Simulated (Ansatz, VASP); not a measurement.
## One calculation of KCl, two programs

INCAR

```
SYSTEM = KCl
ALGO = Normal
EDIFF = 1E-6
ENCUT = 520
GGA = PE
ISIF = 2
ISMEAR = 0
LASPH = .True.
LCHARG = .False.
LREAL = .False.
LWAVE = .False.
NBANDS = 15
NELM = 80
PREC = Accurate
SIGMA = 0.05
```

File KPOINTS:

```
k-points
0
Gamma
  10 10 10
  0 0 0
```

File POSCAR:

```
KCl
1.0
    3.7835869873      0.0000000000      0.0000000000
    0.0000000000      3.7835869873      0.0000000000
    0.0000000000      0.0000000000      3.7835869873
K Cl
1 1
Direct
    0.0000000000      0.0000000000      0.0000000000
    0.5000000000      0.5000000000      0.5000000000
```

Input for Ansatz:

```yaml
crystal:
  lattice:
    - [3.783586991, 0.0, 0.0]
    - [0.0, 3.783586991, 0.0]
    - [0.0, 0.0, 3.783586991]
  atoms:
    - { symbol: K, position: [0.0, 0.0, 0.0] }
    - { symbol: Cl, position: [0.5, 0.5, 0.5] }
basis:
  ecutwfc: 420
  ecutrho_ratio: 4
kpoints:
  mp_grid: { grid: [10, 10, 10] }
hamiltonian:
  xc: pbe
scf:
  occupations: { method: gaussian, width: 0.05 }
output:
  forces: true
  stress: true
  eigenvalues: true
```

Alike in both runs: task single point; functional PBE; k mesh 10 × 10 × 10; occupations gaussian, width 0.05 eV; no spin polarisation.

|  | VASP | Ansatz |
| --- | --- | --- |
| version | VASP 6.6.1 | Ansatz 0.2.0 |
| potentials or method | VASP PAW PBE potentials, release 64 (K_sv, Cl), cutoff 520 eV | scalar-relativistic, plane waves, PAW |
| valence electrons in the cell | 16 | 16 |

```csv
,VASP,Ansatz,Ansatz less VASP
gap on the k mesh at the Fermi level (eV),4.98,4.99,+0.001
least direct gap on the mesh (eV),5.20,5.20,+0.001
pressure (GPa),0.9,0.8,-0.02
```

With one functional, cell and mesh, what is left measures potentials, basis and numerics.
